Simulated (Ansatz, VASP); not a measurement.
**One calculation of BaTiO3, two programs**

Contents of INCAR:

```
PREC = Accurate
ENCUT = 520
EDIFF = 1E-7
ISMEAR = -1
SIGMA = 0.05
LREAL = F
LASPH = T
NELM = 80
ALGO = Normal
ISIF = 2
LWAVE = F
LCHARG = F
GGA = RP
NBANDS = 28
```

File KPOINTS:

```
regular mesh
0
Gamma
  7 7 7
```

Contents of POSCAR:

```
BaTiO3
1.0
    2.8276681600      1.6325549700      2.3177316100
   -2.8276681600      1.6325549700      2.3177316100
    0.0000000000     -3.2651099400      2.3177316100
Ba Ti O
1 1 3
Direct
    0.0334731600      0.9884685300      0.0018377600
    0.5061032600      0.5274847800      0.5372321600
    0.4862471500      0.4971470800      0.9711514600
    0.4740898700      0.9864150100      0.4720123700
    0.9787865600      0.4791845900      0.4964662400
```

input.yaml

```yaml
crystal:
  lattice:
    - [2.82766816, 1.63255497, 2.31773161]
    - [-2.82766816, 1.63255497, 2.31773161]
    - [0.0, -3.26510994, 2.31773161]
  atoms:
    - { symbol: Ba, position: [0.03347316, 0.98846853, 0.00183776] }
    - { symbol: Ti, position: [0.50610326, 0.52748478, 0.53723216] }
    - { symbol: O, position: [0.48624715, 0.49714708, 0.97115146] }
    - { symbol: O, position: [0.47408987, 0.98641501, 0.47201237] }
    - { symbol: O, position: [0.97878656, 0.47918459, 0.49646624] }
hamiltonian:
  xc: rpbe
  pseudopotentials: { kind: paw }
kpoints:
  mp_grid: { grid: [7, 7, 7] }
  band_path:
    path:
      - [[0.0, 0.0, 0.0], [0.5, 0.0, 0.0], [0.5, 0.4974305484, -0.4974305484]]
      - [[0.5025694516, 0.5, 0.4974305484], [0.5, 0.5, 0.5], [0.0, 0.0, 0.0], [0.4987152742, 0.0, -0.4987152742]]
      - [[0.5012847258, 0.4987152742, 0.0], [0.5, 0.5, 0.0], [0.5012847258, 0.5012847258, 0.4974305484], [0.5, 0.5, 0.5]]
      - [[0.5, 0.0, 0.0], [0.5025694516, 0.4987152742, 0.4987152742]]
    npoints: 14
scf:
  occupations: { method: fermi_dirac, width: 0.05 }
  n_extra_bands: 12
output:
  forces: true
  stress: true
  eigenvalues: true
  fatbands: false
```

Alike in both runs: functional RPBE; k mesh 7 × 7 × 7; occupations fermi-dirac, width 0.05 eV; no spin polarisation.

```csv
,VASP,Ansatz
version,VASP 6.6.1,Ansatz 0.2.0
potentials or method,"VASP PAW PBE potentials, release 64 (Ba_sv, Ti_sv, O)",Ansatz PAW
plane-wave cutoff (eV),520,420
valence electrons in the cell,40,40
task,single point,band structure
```

Ansatz gave:

| Property | Result |
| --- | --- |
| gap on the k mesh at the Fermi level (eV) | 2.82 |
| least direct gap on the mesh (eV) | 3.36 |
| pressure (GPa) | 13.8 |
| traceless stress, the component that is largest in VASP (GPa) | -4.53 |
| rms of the force components (eV/Å) | 0.789 |

Problem. What did VASP give for the same quantities?

Solution. gap on the k mesh at the Fermi level (eV): 2.79; least direct gap on the mesh (eV): 3.34; pressure (GPa): 15.6; traceless stress, the component that is largest in VASP (GPa): -4.69; rms of the force components (eV/Å): 0.835.

VASP's potentials were made for PBE, not for RPBE. Atom by atom the forces differ by 0.057 eV/Å (rms over components).

Spin-orbit coupling is off throughout. Noted on Ansatz's run: the k mesh misses the band edges, so the gap on the mesh is wider than the one along the path.
